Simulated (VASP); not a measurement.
# CaSe (Fm-3m) in VASP: a series of runs

Runs on CaSe. Level: PBEsol. Tasks: single point.

Everything below comes from runs of VASP 6.6.1. Logs are shortened: lines on timing, memory, paths and dates and some standing lists are left out, and cuts for length are marked.

## 1. The cell of the first run

Symmetry: Fm-3m, No. 225, cubic system. The conventional cell has a = 5.951 Å, b = 5.951 Å, c = 5.951 Å, α = 90.00°, β = 90.00°, γ = 90.00°. Se (site symmetry m-3m) has 6 Ca at 2.98 Å within 3.9 Å. Within 3.9 Å of Ca (site symmetry m-3m) lie 6 Se at 2.98 Å.

## 2. Single point, PBEsol (volume scaled by 1.02)

Input file INCAR:

```
ALGO = Normal ; EDIFF = 1E-7
ENCUT = 520 ; GGA = PS
ISIF = 2 ; ISMEAR = -1
LASPH = T ; LCHARG = T
LELF = T ; LREAL = F
LVHAR = T ; LWAVE = F
NBANDS = 15 ; NELM = 100
PREC = Accurate ; SIGMA = 0.05
```

Input file KPOINTS:

```
k-points
0
Gamma
  8 8 8
```

Input file POSCAR:

```
CaSe
1.0
    0.0000000000      2.9755767295      2.9755767295
    2.9755767295      0.0000000000      2.9755767295
    2.9755767295      2.9755767295      0.0000000000
Se Ca
1 1
Direct
    0.5000000000      0.5000000000      0.5000000000
    0.0000000000      0.0000000000      0.0000000000
```

Potentials or basis: VASP PAW PBE potentials, release 64 (Se, Ca_sv).

Launch:

```console
cat potpaw_PBE.64/Se/POTCAR potpaw_PBE.64/Ca_sv/POTCAR > POTCAR
mpirun -np 1 vasp_std > vasp.out
```

OUTCAR:

```text
EDIFF = 1E-7
   ENCUT = 520
   GGA = PS
   ISIF = 2
   ISMEAR = -1
   LASPH = T
   LREAL = F
   NELM = 100
   PREC = Accurate

 ion  position               nearest neighbor table
   1  0.500  0.500  0.500-   2 2.98   2 2.98   2 2.98   2 2.98   2 2.98   2 2.98
   2  0.000  0.000  0.000-   1 2.98   1 2.98   1 2.98   1 2.98   1 2.98   1 2.98

  LATTYP: Found a face centered cubic cell.
 ALAT       =     5.9511534590

  Lattice vectors:

 A1 = (   0.0000000000,   2.9755767295,   2.9755767295)
 A2 = (   2.9755767295,   0.0000000000,   2.9755767295)
 A3 = (   2.9755767295,   2.9755767295,   0.0000000000)

Analysis of symmetry for initial positions (statically):
=====================================================================
 Subroutine PRICEL returns:
 Original cell was already a primitive cell.

 Routine SETGRP: Setting up the symmetry group for a
 face centered cubic supercell.

 Subroutine GETGRP returns: Found 48 space group operations
 (whereof 48 operations were pure point group operations)
 out of a pool of 48 trial point group operations.

The static configuration has the point symmetry O_h .

Analysis of symmetry for dynamics (positions and initial velocities):
=====================================================================
 Subroutine PRICEL returns:
 Original cell was already a primitive cell.

 Routine SETGRP: Setting up the symmetry group for a
 face centered cubic supercell.

 Subroutine GETGRP returns: Found 48 space group operations
 (whereof 48 operations were pure point group operations)
 out of a pool of 48 trial point group operations.

The dynamic configuration has the point symmetry O_h .

 Subroutine INISYM returns: Found 48 space group operations
 (whereof 48 operations are pure point group operations),
 and found     1 'primitive' translations

----------------------------------------------------------------------------------------

                                     Primitive cell

  volume of cell :      52.6919

  direct lattice vectors                    reciprocal lattice vectors
     0.000000000  2.975576730  2.975576730    -0.168034652  0.168034652  0.168034652
     2.975576730  0.000000000  2.975576730     0.168034652 -0.168034652  0.168034652
     2.975576730  2.975576730  0.000000000     0.168034652  0.168034652 -0.168034652

  length of vectors
     4.208100967  4.208100967  4.208100967     0.291044555  0.291044555  0.291044555

  position of ions in fractional coordinates (direct lattice)
     0.500000000  0.500000000  0.500000000
     0.000000000  0.000000000  0.000000000

  ion indices of the primitive-cell ions
   primitive index   ion index
                 1           1
                 2           2

----------------------------------------------------------------------------------------

 KPOINTS: k-points

Automatic generation of k-mesh.
 Grid dimensions read from file:
 generate k-points for:    8    8    8

 Generating k-lattice:

  Cartesian coordinates                     Fractional coordinates (reciprocal lattice)
    -0.021004331  0.021004331  0.021004331     0.125000000  0.000000000  0.000000000
     0.021004331 -0.021004331  0.021004331     0.000000000  0.125000000  0.000000000
     0.021004331  0.021004331 -0.021004331     0.000000000  0.000000000  0.125000000

  Length of vectors
     0.036380569  0.036380569  0.036380569

  Shift w.r.t. Gamma in fractional coordinates (k-lattice)
     0.000000000  0.000000000  0.000000000

 Subroutine IBZKPT returns following result:
 ===========================================

 Found     29 irreducible k-points:

 Following reciprocal coordinates:
            Coordinates               Weight
  0.000000  0.000000  0.000000      1.000000
  0.125000  0.000000  0.000000      8.000000
  0.250000  0.000000  0.000000      8.000000
  0.375000  0.000000  0.000000      8.000000
  0.500000  0.000000  0.000000      4.000000
  0.125000  0.125000  0.000000      6.000000
[... 16 lines left out ...]
  0.500000  0.250000  0.125000     48.000000
 -0.375000  0.250000  0.125000     24.000000
 [... further k-points ...]
   k-points           NKPTS =     29   k-points in BZ     NKDIM =     29   number of bands    NBANDS=     15
   number of dos      NEDOS =    301   number of ions     NIONS =      2
   total plane-waves  NPLWV =  32768
   dimension x,y,z NGX =    32 NGY =   32 NGZ =   32
   dimension x,y,z NGXF=    64 NGYF=   64 NGZF=   64
   ions per type =               1   1
   NGX,Y,Z   is equivalent  to a cutoff of  12.64, 12.64, 12.64 a.u.
   NGXF,Y,Z  is equivalent  to a cutoff of  25.28, 25.28, 25.28 a.u.
 SYSTEM =  unknown system
   PREC   = accura    normal or accurate (medium, high low for compatibility)
   ISTART =      0    job   : 0-new  1-cont  2-samecut
   ICHARG =      2    charge: 1-file 2-atom 10-const
   ISPIN  =      1    spin polarized calculation?
   LNONCOLLINEAR =      F non collinear calculations
   LSORBIT =      F    spin-orbit coupling
   LASPH  =      T    aspherical Exc in radial PAW
   ENCUT  =  520.0 eV  38.22 Ry    6.18 a.u.   7.82  7.82  7.82*2*pi/ulx,y,z
   NELM   =    100;   NELMIN=  2; NELMDL= -5     # of ELM steps
   EDIFF  = 0.1E-06   stopping-criterion for ELM
   LREAL  =      F    real-space projection
   EDIFFG = 0.1E-05   stopping-criterion for IOM
   NSW    =      0    number of steps for IOM
   IBRION =     -1    ionic relax: 0-MD 1-quasi-New 2-CG
   NFREE  =      0    steps in history (QN), initial steepest desc. (CG)
   ISIF   =      2    stress and relaxation
   ISYM   =      2    0-nonsym 1-usesym 2-fastsym
   POTIM  = 0.5000    time-step for ionic-motion
   TEBEG  =    0.0;   TEEND  =   0.0 temperature during run
   PSTRESS=    0.0 pullay stress
   NELECT =      16.0000    total number of electrons
   NUPDOWN=      -1.0000    fix difference up-down
   EMIN   =  10.00;   EMAX   =-10.00  energy-range for DOS
   EFERMI =   0.00;   METHOD = LEGACY
   ISMEAR =    -1;   SIGMA  =   0.05  broadening in eV -4-tet -1-fermi 0-gaus
   EFERMI_NEDOS =   21; number of points for ismear=-14 and -15
   IALGO  =     38    algorithm
   IMIX   =      4    mixing-type and parameters
     AMIX     =   0.40;   BMIX     =  1.00
     AMIX_MAG =   1.60;   BMIX_MAG =  1.00
  volume/ion in A,a.u.               =      26.35       177.79
  Fermi-wavevector in a.u.,A,eV,Ry     =   1.100357  2.079374 16.473742  1.210786
  Thomas-Fermi vector in A             =   2.236767
   LORBIT       =      0    0 simple, 1 ext, 2 COOP (PROOUT), +10 PAW based schemes
   GGA     = PS    functional components
   LHFCALC =     F    Hartree Fock is set to
   AEXX    =    0.0000 exact exchange contribution
   IVDW    =     0    specifies the selected vdW correction
   LEPSILON=     F    determine dielectric tensor
   LRPA    =     F    only Hartree local field effects (RPA)
 non-spin polarized calculation
  energy-cutoff  :      520.00
  volume of cell :       52.69
 maximum number of plane-waves:      1433
   NGX = 15   NGY = 15   NGZ = 15

 number of electron      15.9999996 magnetization

 Free energy of the ion-electron system (eV)
  ---------------------------------------------------
  ext. energy  EPLUGINS =         0.00000000
  ---------------------------------------------------
  free energy    TOTEN  =       -10.06301204 eV

  energy without entropy =      -10.06301204  energy(sigma->0) =      -10.06301204

 E-fermi :   3.2319     XC(G=0):  -9.2499

 val. band max:        2.2185502979   @ k =   0.0000   0.0000   0.0000
 cond. band min:       4.1895805985   @ k =   0.5000   0.5000   0.0000
 fundamental gap:      1.9710303005
 Fermi energy:         3.2319381680

 k-point     1 :       0.0000    0.0000    0.0000
  band No.  band energies     occupation
      1     -37.3769      2.00000
      2     -18.4478      2.00000
      3     -18.4478      2.00000
      4     -18.4478      2.00000
      5      -9.5437      2.00000
      6       2.2186      2.00000
      7       2.2186      2.00000
      8       2.2186      2.00000
      9       5.3056      0.00000
     10       5.8745      0.00000
     11       5.8745      0.00000
     12       5.8745      0.00000
     13       6.4576      0.00000
     14       6.4576      0.00000
     15      11.7288      0.00000

 k-point     2 :       0.1250    0.0000    0.0000
  band No.  band energies     occupation
      1     -37.3759      2.00000
      2     -18.4641      2.00000
      3     -18.4489      2.00000
      4     -18.4489      2.00000
      5      -9.4538      2.00000
      6       1.4411      2.00000
      7       1.9836      2.00000
      8       1.9836      2.00000
      9       5.6984      0.00000
     10       6.0848      0.00000
     11       6.0848      0.00000
     12       6.3686      0.00000
     13       6.8544      0.00000
     14       6.8544      0.00000
     15      11.9200      0.00000

 k-point     3 :       0.2500    0.0000    0.0000
  band No.  band energies     occupation
      1     -37.3737      2.00000
      2     -18.5031      2.00000
      3     -18.4516      2.00000
      4     -18.4516      2.00000
      5      -9.2259      2.00000
      6       0.2121      2.00000
      7       1.5317      2.00000
      8       1.5317      2.00000
      9       5.8305      0.00000
     10       6.5978      0.00000
     11       6.5978      0.00000
     12       7.7609      0.00000
     13       7.8273      0.00000
     14       7.8273      0.00000
     15      11.4601      0.00000

 k-point     4 :       0.3750    0.0000    0.0000
  band No.  band energies     occupation
      1     -37.3714      2.00000
      2     -18.5414      2.00000
      3     -18.4543      2.00000
      4     -18.4543      2.00000
      5      -8.9792      2.00000
      6      -0.7091      2.00000
      7       1.1741      2.00000
      8       1.1741      2.00000
      9       6.1863      0.00000
     10       7.2688      0.00000
     11       7.2688      0.00000
     12       8.0703      0.00000
     13       8.9065      0.00000
     14       8.9065      0.00000
     15      11.0958      0.00000
[... 307 lines left out ...]
 k-point    22 :       0.3750    0.2500    0.1250
  band No.  band energies     occupation
      1     -37.3720      2.00000
      2     -18.5089      2.00000
      3     -18.4693      2.00000
      4     -18.4564      2.00000
      5      -9.1094      2.00000
      6      -0.0910      2.00000
      7       1.2656      2.00000
      8       1.3294      2.00000
      9       5.5753      0.00000
     10       6.7863      0.00000
     11       7.3212      0.00000
     12       7.3245      0.00000
     13       7.9574      0.00000
     14       9.6456      0.00000
     15      10.6769      0.00000

 k-point    23 :       0.5000    0.2500    0.1250
  band No.  band energies     occupation
      1     -37.3702      2.00000
      2     -18.5282      2.00000
      3     -18.4776      2.00000
      4     -18.4610      2.00000
      5      -8.9501      2.00000
      6      -0.4601      2.00000
      7       0.7940      2.00000
      8       1.0889      2.00000
      9       6.0328      0.00000
     10       7.3362      0.00000
     11       7.6487      0.00000
     12       7.8118      0.00000
     13       8.2324      0.00000
     14       9.8406      0.00000
     15      10.1091      0.00000

 k-point    24 :      -0.3750    0.2500    0.1250
  band No.  band energies     occupation
      1     -37.3695      2.00000
      2     -18.5366      2.00000
      3     -18.4794      2.00000
      4     -18.4641      2.00000
      5      -8.8819      2.00000
      6      -0.5994      2.00000
      7       0.6030      2.00000
      8       1.0001      2.00000
      9       6.6032      0.00000
     10       6.8998      0.00000
     11       7.8760      0.00000
     12       8.1189      0.00000
     13       8.4728      0.00000
     14       9.3284      0.00000
     15      10.6655      0.00000

 [... further k-points ...]
[... 5 lines left out ...]
  --------------------------------------------------------------------------------------
  -------------------------------------------------------------------------------------
  Total       -0.6014687     -0.6014687     -0.6014687      0.0000000      0.0000000     -0.0000000
  in kB      -18.2885878    -18.2885878    -18.2885878      0.0000000      0.0000000     -0.0000000
  external PRESSURE =     -18.2885878 kB  Pullay stress =       0.0000000 kB

 VOLUME and BASIS-vectors are now :
 -----------------------------------------------------------------------------
  energy-cutoff  :      520.00
  volume of cell :       52.69
      direct lattice vectors                 reciprocal lattice vectors
     0.000000000  2.975576730  2.975576730    -0.168034652  0.168034652  0.168034652
     2.975576730  0.000000000  2.975576730     0.168034652 -0.168034652  0.168034652
     2.975576730  2.975576730  0.000000000     0.168034652  0.168034652 -0.168034652

 POSITION                                       TOTAL-FORCE (eV/Angst)
 -----------------------------------------------------------------------------------
      2.97558      2.97558      2.97558         0.000000     -0.000000      0.000000
      0.00000      0.00000      0.00000        -0.000000      0.000000     -0.000000
 -----------------------------------------------------------------------------------
    total drift:                                0.000000     -0.000000     -0.000000

  FREE ENERGIE OF THE ION-ELECTRON SYSTEM (eV)
  ---------------------------------------------------
  free  energy   TOTEN  =       -10.0630120401 eV

  energy  without entropy=      -10.0630120400  energy(sigma->0) =      -10.06301204
```

Wall time 19 s (1 thread of Intel Xeon Platinum 8488C (Sapphire Rapids), shared host); peak memory 0.18 GiB.

What came out:

- Free energy: -10.0630 eV
- Pressure: -1.8 GPa
- Band gap on the k mesh: 1.97 eV, indirect (least direct gap 2.90 eV)

Caveat: the PAW data sets were made with another functional, which shifts forces and pressure a little.

## 3. Single point, PBEsol (volume scaled by 1.04)

Input file INCAR:

```
SYSTEM = CaSe
ALGO     = Normal         ! electronic algorithm
EDIFF    = 1E-6           ! SCF threshold, eV
ENCUT    = 520            ! plane-wave cutoff, eV
GGA      = PS             ! functional
ISIF     = 2              ! what is computed and relaxed
ISMEAR   = -1             ! smearing method
LASPH    = .TRUE.         ! aspherical terms in the spheres
LCHARG   = .TRUE.         ! write CHGCAR
LELF     = .TRUE.         ! ELF
LREAL    = .FALSE.        ! projectors in reciprocal space
LVHAR    = .TRUE.       
LWAVE    = .FALSE.        ! write WAVECAR
NBANDS   = 15             ! bands
NELM     = 80             ! most SCF steps
PREC     = Accurate       ! precision mode
SIGMA    = 0.05           ! smearing width, eV
```

Input file KPOINTS:

```
k-points
0
G
  8 8 8
  0 0 0
```

Input file POSCAR:

```
CaSe
1.0
    0.0000000000      2.9948991977      2.9948991977
    2.9948991977      0.0000000000      2.9948991977
    2.9948991977      2.9948991977      0.0000000000
Se Ca
1 1
Direct
    0.5000000000      0.5000000000      0.5000000000
    0.0000000000      0.0000000000      0.0000000000
```

Potentials or basis: VASP PAW PBE potentials, release 64 (Se, Ca_sv).

Launch:

```console
cat potpaw_PBE.64/Se/POTCAR potpaw_PBE.64/Ca_sv/POTCAR > POTCAR
mpirun -np 1 vasp_std > vasp.out
```

It took 15 s on 1 thread of Intel Xeon Platinum 8488C (Sapphire Rapids), shared host; peak memory 0.18 GiB.

Results (log left out):

```
Free energy            : -10.0487 eV
Pressure               : -2.6 GPa
Band gap on the k mesh : 2.02 eV, indirect (least direct gap 2.93 eV)
```

Levels at points of the mesh, in eV from the valence-band top:
```
           k point  band 4  band 5  band 6  band 7  band 8  band 9  band 10  band 11  band 12  band 13
(0.00, 0.00, 0.00)  -20.72  -11.70    0.00    0.00    0.00    2.99     3.66     3.66     3.66     4.23
(0.50, 0.00, 0.00)  -20.73  -11.06   -3.20   -1.13   -1.13    4.32     5.34     5.40     5.40     7.32
(0.50, 0.50, 0.00)  -20.75  -11.16   -2.46   -0.91   -0.91    2.02     4.77     4.97     5.86     5.92
```

Caveat: the PAW data sets were made with another functional, which shifts forces and pressure a little. A k mesh can miss the band edges.

## 4. Single point, PBEsol (volume scaled by 1.06)

Input file INCAR:

```
ALGO = Normal ; EDIFF = 1E-6
ENCUT = 520 ; GGA = PS
ISIF = 2 ; ISMEAR = -1
LASPH = T ; LCHARG = T
LELF = T ; LREAL = F
LVHAR = T ; LWAVE = F
NBANDS = 15 ; NELM = 80
PREC = Accurate ; SIGMA = 0.05
```

Input file KPOINTS:

```
k-points
0
Gamma
  8 8 8
```

Input file POSCAR:

```
CaSe
1.0
    0.0000000000      3.0139755031      3.0139755031
    3.0139755031      0.0000000000      3.0139755031
    3.0139755031      3.0139755031      0.0000000000
Se Ca
1 1
Direct
    0.5000000000      0.5000000000      0.5000000000
    0.0000000000      0.0000000000      0.0000000000
```

Launch:

```console
cat potpaw_PBE.64/Se/POTCAR potpaw_PBE.64/Ca_sv/POTCAR > POTCAR
mpirun -np 1 vasp_std > vasp.out
```

It took 17 s on 1 thread of Intel Xeon Platinum 8488C (Sapphire Rapids), shared host; peak memory 0.18 GiB.

The run converged. Its results:

```yaml
Free_energy: -10.0294 eV
Pressure: -3.4 GPa
Band_gap_on_the_k_mesh: 2.06 eV, indirect (least direct gap 2.89 eV)
```

Levels at points of the mesh, in eV from the valence-band top:
| k point | band 4 | band 5 | band 6 | band 7 | band 8 | band 9 | band 10 | band 11 | band 12 | band 13 |
| --- | --- | --- | --- | --- | --- | --- | --- | --- | --- | --- |
| (0.00, 0.00, 0.00) | -20.78 | -11.64 | 0.00 | 0.00 | 0.00 | 2.89 | 3.67 | 3.67 | 3.67 | 4.21 |
| (0.50, 0.00, 0.00) | -20.78 | -11.03 | -3.13 | -1.10 | -1.10 | 4.28 | 5.29 | 5.35 | 5.35 | 7.20 |
| (0.50, 0.50, 0.00) | -20.81 | -11.11 | -2.41 | -0.89 | -0.89 | 2.06 | 4.69 | 4.93 | 5.78 | 5.85 |

Caveat: the PAW data sets were made with another functional, which shifts forces and pressure a little. A k mesh can miss the band edges.

## 5. Summary

| cell | gap on the mesh (eV) | pressure (GPa) |
| --- | --- | --- |
| a = 4.208 Å, angles 60.0°, 2 atoms | 1.97 | -1.8 |
| a = 4.235 Å, angles 60.0°, 2 atoms | 2.02 | -2.6 |
| a = 4.262 Å, angles 60.0°, 2 atoms | 2.06 | -3.4 |

Alike in all rows: task single point; level PBEsol; potentials or basis VASP PAW PBE potentials, release 64 (Se, Ca_sv); no spin polarisation; k mesh 8 × 8 × 8; cutoff (eV) 520; smearing fermi-dirac 0.05 eV.

Caveats: the PAW data sets were made with another functional, which shifts forces and pressure a little.

Absolute energies hang on the potentials; compare differences alone.
